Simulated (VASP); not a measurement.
# BP4 (P-6m2) in VASP: a series of runs

The runs below take BP4 through single point, relaxation of cell and atoms, with PBE.

All numbers are computed with VASP 6.6.1; they aren't measurements. Logs are shortened: lines on timing, memory, paths and dates and some standing lists are left out, and cuts for length are marked.

### 1 The cell of the first run

It takes space group P-6m2 (No. 187, hexagonal). The conventional cell has a = 3.172 Å, b = 3.172 Å, c = 11.032 Å, α = 90.00°, β = 90.00°, γ = 120.00°. B (site symmetry -6m2) has 3 P at 1.83 Å within 2.4 Å. Within 3.2 Å of P (site symmetry 3m) lie 10 P at 2.40 to 3.17 Å. P (site symmetry -6m2) has 3 B at 1.83 Å within 2.4 Å. Within 3.2 Å of P (site symmetry -6m2) lie 12 P at 2.40 to 3.17 Å.

The cell was built from a structure type or drawn by symmetry, and may not be a known phase.

### 2 Single point, PBE

INCAR

```
PREC = Accurate
ENCUT = 520
EDIFF = 1E-6
ISMEAR = 0
SIGMA = 0.1
LREAL = F
LASPH = T
NELM = 60
ALGO = Normal
ISIF = 2
LWAVE = F
LCHARG = F
GGA = PE
NBANDS = 20
```

KPOINTS

```
Automatic mesh
0
Gamma
  12 12 4
```

POSCAR

```
BP4
1.0
    3.1715994411      0.0000000000      0.0000000000
   -1.5857997205      2.7466856866      0.0000000000
    0.0000000000      0.0000000000     11.0320788510
B P
1 4
Direct
    0.6666666667      0.3333333333      0.5000000000
    0.3333333333      0.6666666667      0.1412711414
    0.3333333333      0.6666666667      0.8587288586
    0.0000000000      0.0000000000      0.5000000000
    0.6666666667      0.3333333333      0.0000000000
```

Potentials or basis: VASP PAW PBE potentials, release 64 (B, P).

The run is started by

```sh
$ cat potpaw_PBE.64/B/POTCAR potpaw_PBE.64/P/POTCAR > POTCAR
$ mpirun -np 1 vasp_std > vasp.out
```

OUTCAR:

```text
PREC = Accurate
   ENCUT = 520
   EDIFF = 1E-6
   ISMEAR = 0
   LREAL = F
   LASPH = T
   NELM = 60
   ISIF = 2
   GGA = PE

 ion  position               nearest neighbor table
   1  0.667  0.333  0.500-   4 1.83   4 1.83   4 1.83
   2  0.333  0.667  0.141-   5 2.40   5 2.40   5 2.40
   3  0.333  0.667  0.859-   5 2.40   5 2.40   5 2.40
   4  0.000  0.000  0.500-   1 1.83   1 1.83   1 1.83
   5  0.667  0.333  0.000-   2 2.40   3 2.40   2 2.40   3 2.40   2 2.40   3 2.40

  LATTYP: Found a hexagonal cell.
 ALAT       =     3.1715994411
 C/A-ratio  =     3.4783960131

  Lattice vectors:

 A1 = (   3.1715994411,   0.0000000000,   0.0000000000)
 A2 = (  -1.5857997205,   2.7466856866,   0.0000000000)
 A3 = (   0.0000000000,   0.0000000000,  11.0320788510)

Analysis of symmetry for initial positions (statically):
=====================================================================
 Subroutine PRICEL returns:
 Original cell was already a primitive cell.

 Routine SETGRP: Setting up the symmetry group for a
 hexagonal supercell.

 Subroutine GETGRP returns: Found 12 space group operations
 (whereof 12 operations were pure point group operations)
 out of a pool of 24 trial point group operations.

The static configuration has the point symmetry D_3h.

Analysis of symmetry for dynamics (positions and initial velocities):
=====================================================================
 Subroutine PRICEL returns:
 Original cell was already a primitive cell.

 Routine SETGRP: Setting up the symmetry group for a
 hexagonal supercell.

 Subroutine GETGRP returns: Found 12 space group operations
 (whereof 12 operations were pure point group operations)
 out of a pool of 24 trial point group operations.

The dynamic configuration has the point symmetry D_3h.

 Subroutine INISYM returns: Found 12 space group operations
 (whereof 12 operations are pure point group operations),
 and found     1 'primitive' translations

----------------------------------------------------------------------------------------

                                     Primitive cell

  volume of cell :      96.1047

  direct lattice vectors                    reciprocal lattice vectors
     3.171599441  0.000000000  0.000000000     0.315298328  0.182037574  0.000000000
    -1.585799721  2.746685687  0.000000000     0.000000000  0.364075149  0.000000000
     0.000000000  0.000000000 11.032078851     0.000000000  0.000000000  0.090644747

  length of vectors
     3.171599441  3.171599441 11.032078851     0.364075149  0.364075149  0.090644747

  position of ions in fractional coordinates (direct lattice)
     0.666666667  0.333333333  0.500000000
     0.333333333  0.666666667  0.141271141
     0.333333333  0.666666667  0.858728859
     0.000000000  0.000000000  0.500000000
     0.666666667  0.333333333  0.000000000

  ion indices of the primitive-cell ions
   primitive index   ion index
                 1           1
                 2           2
                 3           3
                 4           4
                 5           5

----------------------------------------------------------------------------------------

 KPOINTS: Automatic mesh

Automatic generation of k-mesh.
 Grid dimensions read from file:
 generate k-points for:   12   12    4

 Generating k-lattice:

  Cartesian coordinates                     Fractional coordinates (reciprocal lattice)
     0.026274861  0.015169798  0.000000000     0.083333333  0.000000000  0.000000000
     0.000000000  0.030339596  0.000000000     0.000000000  0.083333333  0.000000000
     0.000000000  0.000000000  0.022661187     0.000000000  0.000000000  0.250000000

  Length of vectors
     0.030339596  0.030339596  0.022661187

  Shift w.r.t. Gamma in fractional coordinates (k-lattice)
     0.000000000  0.000000000  0.000000000

 Subroutine IBZKPT returns following result:
 ===========================================

 Found     57 irreducible k-points:

 Following reciprocal coordinates:
            Coordinates               Weight
  0.000000  0.000000  0.000000      1.000000
  0.083333  0.000000  0.000000      6.000000
  0.166667  0.000000  0.000000      6.000000
  0.250000  0.000000  0.000000      6.000000
  0.333333  0.000000  0.000000      6.000000
  0.416667  0.000000  0.000000      6.000000
[... 16 lines left out ...]
  0.250000  0.000000  0.250000     12.000000
  0.333333  0.000000  0.250000     12.000000
 [... further k-points ...]
   k-points           NKPTS =     57   k-points in BZ     NKDIM =     57   number of bands    NBANDS=     20
   number of dos      NEDOS =    301   number of ions     NIONS =      5
   total plane-waves  NPLWV =  48384
   dimension x,y,z NGX =    24 NGY =   24 NGZ =   84
   dimension x,y,z NGXF=    48 NGYF=   48 NGZF=  168
   ions per type =               1   4
   NGX,Y,Z   is equivalent  to a cutoff of  12.58, 12.58, 12.66 a.u.
   NGXF,Y,Z  is equivalent  to a cutoff of  25.16, 25.16, 25.32 a.u.
 SYSTEM =  unknown system
   PREC   = accura    normal or accurate (medium, high low for compatibility)
   ISTART =      0    job   : 0-new  1-cont  2-samecut
   ICHARG =      2    charge: 1-file 2-atom 10-const
   ISPIN  =      1    spin polarized calculation?
   LNONCOLLINEAR =      F non collinear calculations
   LSORBIT =      F    spin-orbit coupling
   LASPH  =      T    aspherical Exc in radial PAW
   ENCUT  =  520.0 eV  38.22 Ry    6.18 a.u.   5.90  5.90 20.51*2*pi/ulx,y,z
   NELM   =     60;   NELMIN=  2; NELMDL= -5     # of ELM steps
   EDIFF  = 0.1E-05   stopping-criterion for ELM
   LREAL  =      F    real-space projection
   EDIFFG = 0.1E-04   stopping-criterion for IOM
   NSW    =      0    number of steps for IOM
   IBRION =     -1    ionic relax: 0-MD 1-quasi-New 2-CG
   NFREE  =      0    steps in history (QN), initial steepest desc. (CG)
   ISIF   =      2    stress and relaxation
   ISYM   =      2    0-nonsym 1-usesym 2-fastsym
   POTIM  = 0.5000    time-step for ionic-motion
   TEBEG  =    0.0;   TEEND  =   0.0 temperature during run
   PSTRESS=    0.0 pullay stress
   NELECT =      23.0000    total number of electrons
   NUPDOWN=      -1.0000    fix difference up-down
   EMIN   =  10.00;   EMAX   =-10.00  energy-range for DOS
   EFERMI =   0.00;   METHOD = LEGACY
   ISMEAR =     0;   SIGMA  =   0.10  broadening in eV -4-tet -1-fermi 0-gaus
   EFERMI_NEDOS =   21; number of points for ismear=-14 and -15
   IALGO  =     38    algorithm
   IMIX   =      4    mixing-type and parameters
     AMIX     =   0.40;   BMIX     =  1.00
     AMIX_MAG =   1.60;   BMIX_MAG =  1.00
  volume/ion in A,a.u.               =      19.22       129.71
  Fermi-wavevector in a.u.,A,eV,Ry     =   1.016411  1.920738 14.056052  1.033091
  Thomas-Fermi vector in A             =   2.149753
   LORBIT       =      0    0 simple, 1 ext, 2 COOP (PROOUT), +10 PAW based schemes
   GGA     = PE    functional components
   LHFCALC =     F    Hartree Fock is set to
   AEXX    =    0.0000 exact exchange contribution
   IVDW    =     0    specifies the selected vdW correction
   LEPSILON=     F    determine dielectric tensor
   LRPA    =     F    only Hartree local field effects (RPA)
 non-spin polarized calculation
 Gauss-broadening in eV      SIGMA  =   0.10
  energy-cutoff  :      520.00
  volume of cell :       96.10
 maximum number of plane-waves:      2610
 NGX is ok and might be reduce to    24
   NGX = 11   NGY = 11   NGZ = 41

 number of electron      23.0000003 magnetization

 Free energy of the ion-electron system (eV)
  ---------------------------------------------------
  ext. energy  EPLUGINS =         0.00000000
  ---------------------------------------------------
  free energy    TOTEN  =       -26.16102020 eV

  energy without entropy =      -26.13802165  energy(sigma->0) =      -26.14952092

 E-fermi :   4.5720     XC(G=0):  -9.1740

 val. band max:        4.5684550705   @ k =   0.4167   0.0833   0.5000
 cond. band min:       4.5744646461   @ k =   0.3333   0.2500   0.0000
 fundamental gap:      0.0060095756
 Fermi energy:         4.5719532621

 k-point     1 :       0.0000    0.0000    0.0000
  band No.  band energies     occupation
      1     -11.3254      2.00000
      2      -9.4191      2.00000
      3      -7.7414      2.00000
      4      -2.7897      2.00000
      5      -0.0474      2.00000
      6       1.9282      2.00000
[... 12 lines left out ...]
     19      10.4852      0.00000
     20      10.5594      0.00000

 k-point     2 :       0.0833    0.0000    0.0000
  band No.  band energies     occupation
      1     -11.2032      2.00000
      2      -9.3104      2.00000
      3      -7.6248      2.00000
      4      -2.7053      2.00000
      5       0.0707      2.00000
      6       2.0045      2.00000
[... 12 lines left out ...]
     19      10.6642      0.00000
     20      10.9765      0.00000

 k-point     3 :       0.1667    0.0000    0.0000
  band No.  band energies     occupation
      1     -10.8388      2.00000
      2      -8.9871      2.00000
      3      -7.2787      2.00000
      4      -2.4977      2.00000
      5       0.4214      2.00000
      6       1.0182      2.00000
[... 12 lines left out ...]
     19      10.8646      0.00000
     20      11.3967      0.00000

 k-point     4 :       0.2500    0.0000    0.0000
  band No.  band energies     occupation
      1     -10.2399      2.00000
      2      -8.4596      2.00000
      3      -6.7164      2.00000
      4      -2.5010      2.00000
      5      -0.5233      2.00000
      6      -0.3746      2.00000
[... 12 lines left out ...]
     19       9.7869      0.00000
     20      12.5299      0.00000

 k-point     5 :       0.3333    0.0000    0.0000
  band No.  band energies     occupation
      1      -9.4280      2.00000
      2      -7.7565      2.00000
      3      -5.9740      2.00000
      4      -3.5528      2.00000
      5      -2.0480      2.00000
      6      -0.5130      2.00000
[... 12 lines left out ...]
     19       9.6694      0.00000
     20      12.0376      0.00000

 k-point     6 :       0.4167    0.0000    0.0000
  band No.  band energies     occupation
      1      -8.4785      2.00000
      2      -6.9735      2.00000
      3      -5.1680      2.00000
      4      -4.9787      2.00000
      5      -3.3562      2.00000
      6      -0.9543      2.00000
[... 12 lines left out ...]
     19      10.5687      0.00000
     20      11.2548      0.00000

 k-point     7 :       0.5000    0.0000    0.0000
  band No.  band energies     occupation
      1      -7.8555      2.00000
      2      -6.5202      2.00000
      3      -5.7848      2.00000
      4      -4.7252      2.00000
      5      -3.9896      2.00000
      6      -1.5889      2.00000
[... 12 lines left out ...]
     19      10.9807      0.00000
     20      11.2464      0.00000
[... 277 lines left out ...]
 k-point    20 :       0.0000    0.0000    0.2500
  band No.  band energies     occupation
      1     -11.3253      2.00000
      2      -9.4200      2.00000
      3      -7.7392      2.00000
      4      -2.8113      2.00000
      5       0.0692      2.00000
      6       1.7645      2.00000
[... 12 lines left out ...]
     19      10.1077      0.00000
     20      10.6003      0.00000

 k-point    21 :       0.0833    0.0000    0.2500
  band No.  band energies     occupation
      1     -11.2031      2.00000
      2      -9.3113      2.00000
      3      -7.6226      2.00000
      4      -2.7260      2.00000
      5       0.1848      2.00000
      6       1.8436      2.00000
[... 12 lines left out ...]
     19      10.3680      0.00000
     20      10.9677      0.00000

 k-point    22 :       0.1667    0.0000    0.2500
  band No.  band energies     occupation
      1     -10.8387      2.00000
      2      -8.9879      2.00000
      3      -7.2766      2.00000
      4      -2.5149      2.00000
      5       0.5091      2.00000
      6       1.0190      2.00000
[... 12 lines left out ...]
     19      10.8644      0.00000
     20      11.2902      0.00000

 k-point    23 :       0.2500    0.0000    0.2500
  band No.  band energies     occupation
      1     -10.2399      2.00000
      2      -8.4604      2.00000
      3      -6.7145      2.00000
      4      -2.5084      2.00000
      5      -0.5223      2.00000
      6      -0.3987      2.00000
[... 12 lines left out ...]
     19       9.7794      0.00000
     20      11.6643      0.00000

 k-point    24 :       0.3333    0.0000    0.2500
  band No.  band energies     occupation
      1      -9.4279      2.00000
      2      -7.7572      2.00000
      3      -5.9724      2.00000
      4      -3.5533      2.00000
      5      -2.0478      2.00000
      6      -0.5331      2.00000
[... 12 lines left out ...]
     19       9.9993      0.00000
     20      11.7156      0.00000

 [... further k-points ...]

------------------------ aborting loop because EDIFF is reached ----------------------------------------

  FORCE on cell =-STRESS in cart. coord.  units (eV):
  Direction    XX          YY          ZZ          XY          YZ          ZX
  --------------------------------------------------------------------------------------
  -------------------------------------------------------------------------------------
  Total       -0.1387189     -0.1387189     -0.0843217     -0.0000000      0.0000000      0.0000000
  in kB       -2.3126060     -2.3126060     -1.4057402     -0.0000000      0.0000000      0.0000000
  external PRESSURE =      -2.0103174 kB  Pullay stress =       0.0000000 kB

 VOLUME and BASIS-vectors are now :
 -----------------------------------------------------------------------------
  energy-cutoff  :      520.00
  volume of cell :       96.10
      direct lattice vectors                 reciprocal lattice vectors
     3.171599441  0.000000000  0.000000000     0.315298328  0.182037574  0.000000000
    -1.585799721  2.746685687  0.000000000     0.000000000  0.364075149  0.000000000
     0.000000000  0.000000000 11.032078851     0.000000000  0.000000000  0.090644747

 POSITION                                       TOTAL-FORCE (eV/Angst)
 -----------------------------------------------------------------------------------
      1.58580      0.91556      5.51604         0.000000     -0.000000      0.000000
     -0.00000      1.83112      1.55851         0.000000      0.000000     -0.026712
     -0.00000      1.83112      9.47356        -0.000000      0.000000      0.026712
      0.00000      0.00000      5.51604        -0.000000     -0.000000      0.000000
      1.58580      0.91556      0.00000        -0.000000     -0.000000      0.000000
 -----------------------------------------------------------------------------------
    total drift:                               -0.000000      0.000000      0.000000

  FREE ENERGIE OF THE ION-ELECTRON SYSTEM (eV)
  ---------------------------------------------------
  free  energy   TOTEN  =       -26.1610202000 eV

  energy  without entropy=      -26.1380216459  energy(sigma->0) =      -26.14952092
```

Run time: 49 s. Hardware: 1 thread of Intel Xeon Platinum 8488C (Sapphire Rapids), shared host; peak memory 0.24 GiB.

What came out:

| Property | Result |
| --- | --- |
| Free energy | -26.1610 eV |
| Pressure | -0.2 GPa |
| Largest force | 0.027 eV/Å |
| Band gap on the k mesh | zero (an odd number of electrons rules out a gap without spin polarisation) |

Forces in eV/Å, atoms in the order of the input:
```
B    0.000  0.000  0.000
P    0.000  0.000 -0.027
P    0.000  0.000  0.027
P    0.000  0.000  0.000
P    0.000  0.000  0.000
```

Stress tensor (GPa, compression positive):
```
-0.23  0.00  0.00
 0.00 -0.23  0.00
 0.00  0.00 -0.14
```

Caveat: this functional lacks dispersion, which binds the layers, so the pressure and a relaxed spacing across them are unreliable.

### 3 Single point, PBE

INCAR

```
SYSTEM = BP4
PREC     = Accurate       ! precision mode
ENCUT    = 520            ! plane-wave cutoff, eV
EDIFF    = 1E-7           ! SCF threshold, eV
ISMEAR   = 0              ! smearing method
SIGMA    = 0.1            ! smearing width, eV
LREAL    = .False.        ! projectors in reciprocal space
LASPH    = .True.         ! aspherical terms in the spheres
NELM     = 60             ! most SCF steps
ALGO     = Normal         ! electronic algorithm
ISIF     = 2              ! what is computed and relaxed
LWAVE    = .False.        ! write WAVECAR
LCHARG   = .False.        ! write CHGCAR
GGA      = PE             ! functional
NBANDS   = 20             ! bands
```

KPOINTS

```
regular mesh
0
Gamma
  12 12 4
  0 0 0
```

POSCAR is that of step 2.

Potentials or basis: VASP PAW PBE potentials, release 64 (B, P).

The run is started by

```sh
$ cat potpaw_PBE.64/B/POTCAR potpaw_PBE.64/P/POTCAR > POTCAR
$ mpirun -np 1 vasp_std > vasp.out
```

Run time: 50 s. Hardware: 1 thread of Intel Xeon Platinum 8488C (Sapphire Rapids), shared host; peak memory 0.25 GiB.

The run converged. Its results:

* Free energy: -26.1610 eV
* Pressure: -0.2 GPa
* Largest force: 0.027 eV/Å
* Band gap on the k mesh: zero (an odd number of electrons rules out a gap without spin polarisation)

Forces on the atoms (eV/Å):
```
B    0.000  0.000  0.000
P    0.000  0.000 -0.027
P    0.000  0.000  0.027
P    0.000  0.000  0.000
P    0.000  0.000  0.000
```

Stress tensor (GPa, compression positive):
```
-0.23  0.00  0.00
 0.00 -0.23  0.00
 0.00  0.00 -0.14
```

Levels at points of the mesh, in eV from the Fermi level:
```
           k point  band 8  band 9  band 10  band 11  band 12  band 13  band 14  band 15
(0.00, 0.00, 0.00)   -1.73   -0.55    -0.55     1.88     2.35     2.35     3.17     3.17
(0.50, 0.00, 0.00)   -3.78   -3.04    -1.25    -1.14    -0.29     0.30     1.37     1.50
(0.00, 0.00, 0.50)   -1.73   -0.55    -0.55     2.22     2.34     2.34     3.17     3.17
(0.50, 0.00, 0.50)   -3.78   -3.04    -1.51    -0.83    -0.17     0.30     1.18     1.56
```

Caveat: this functional lacks dispersion, which binds the layers, so the pressure and a relaxed spacing across them are unreliable.

[end of part 1 of 2]
